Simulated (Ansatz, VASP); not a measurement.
## Two plane-wave programs on MoW4

INCAR

```
PREC = Accurate
ENCUT = 520
EDIFF = 1E-6
ISMEAR = 0
SIGMA = 0.1
LREAL = F
LASPH = T
NELM = 100
ALGO = Fast
ISIF = 2
LWAVE = F
LCHARG = F
GGA = PE
NBANDS = 43
```

File KPOINTS:

```
regular mesh
0
Gamma
  6 6 6
```

POSCAR

```
MoW4
1.0
    2.3112590000      1.3344060000      4.7178376700
   -2.3112590000      1.3344060000      4.7178376700
    0.0000000000     -2.6688120100      4.7178376700
Mo W
1 4
Direct
    0.5000000000      0.5000000000      0.5000000000
    0.7000000000      0.7000000000      0.7000000000
    0.1000000000      0.1000000000      0.1000000000
    0.9000000000      0.9000000000      0.9000000000
    0.3000000000      0.3000000000      0.3000000000
```

Input for Ansatz:

```yaml
crystal:
  lattice:
    - [2.311259, 1.334406, 4.71783767]
    - [-2.311259, 1.334406, 4.71783767]
    - [0.0, -2.66881201, 4.71783767]
  atoms:
    - { symbol: Mo, position: [0.5, 0.5, 0.5] }
    - { symbol: W, position: [0.7, 0.7, 0.7] }
    - { symbol: W, position: [0.1, 0.1, 0.1] }
    - { symbol: W, position: [0.9, 0.9, 0.9] }
    - { symbol: W, position: [0.3, 0.3, 0.3] }
basis:
  ecutwfc: 420
kpoints:
  mp_grid: { grid: [6, 6, 6] }
hamiltonian:
  xc: pbe
scf:
  occupations: { method: gaussian, width: 0.1 }
  lower_state_search: "off"
output:
  forces: true
  stress: true
  eigenvalues: true
```

Alike in both runs: task single point; functional PBE; k mesh 6 × 6 × 6; occupations gaussian, width 0.1 eV; no spin polarisation.

```csv
,VASP,Ansatz
version,VASP 6.6.1,Ansatz 0.2.0
potentials or method,"VASP PAW PBE potentials, release 64 (Mo_sv, W_sv), cutoff 520 eV","scalar-relativistic, plane waves, PAW"
valence electrons in the cell,70,70
```

Ansatz gave:

```
gap on the k mesh at the Fermi level (eV)                     : none
pressure (GPa)                                                : -20.4
traceless stress, the component that is largest in VASP (GPa) : -0.55
rms of the force components (eV/Å)                            : 0.007
```

Problem. Estimate VASP's values.

Solution. gap on the k mesh at the Fermi level (eV): none; pressure (GPa): -20.2; traceless stress, the component that is largest in VASP (GPa): -0.55; rms of the force components (eV/Å): 0.006.

Atom by atom the forces differ by 0.001 eV/Å (rms over components). A gap of «none» marks a metal or a gap that the smearing closes.

Spin-orbit coupling is off throughout.
